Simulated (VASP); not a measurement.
Set up this calculation in VASP 6.6.1, as the native input.

```yaml
Task: single point
Functional: PBE
Potentials_or_basis: VASP PAW PBE potentials, release 64 (Be)
Cutoff: 520 eV
k_mesh: 16 × 16 × 9
Occupations: methfessel-paxton, width 0.2 eV
Spin: no spin polarisation
Dipole_correction: no
Further_INCAR_settings: ALGO = Normal; EDIFF = 1e-07; NBANDS = 9
```

The structure of Be lies in POSCAR:

```
Be
1.0
    2.2656737714      0.0000000000      0.0000000000
   -1.1328368857      1.9621310427      0.0000000000
    0.0000000000      0.0000000000      3.5587036811
Be
2
Direct
    0.3333333333      0.6666666667      0.2500000000
    0.6666666667      0.3333333333      0.7500000000
```

The input as run:

INCAR

```
SYSTEM = Be
ALGO = Normal
EDIFF = 1E-7
ENCUT = 520
GGA = PE
ISIF = 2
ISMEAR = 1
LASPH = .TRUE.
LCHARG = .TRUE.
LELF = .TRUE.
LREAL = .FALSE.
LVHAR = .TRUE.
LWAVE = .FALSE.
NBANDS = 9
NELM = 80
PREC = Accurate
SIGMA = 0.2
```

KPOINTS

```
k-points
0
G
  16 16 9
  0 0 0
```

Potentials or basis: VASP PAW PBE potentials, release 64 (Be).

Command:

```console
$ cat potpaw_PBE.64/Be/POTCAR > POTCAR
$ mpirun -np 1 vasp_std > vasp.out
```

It gave:

```yaml
Pressure: 0.1 GPa
Band_gap_on_the_k_mesh: zero (bands 2 and 3 overlap by 1.60 eV)
```

Run time: 33 s on 1 thread of Intel Xeon 8259CL, on a shared host, peak memory 0.13 GiB.
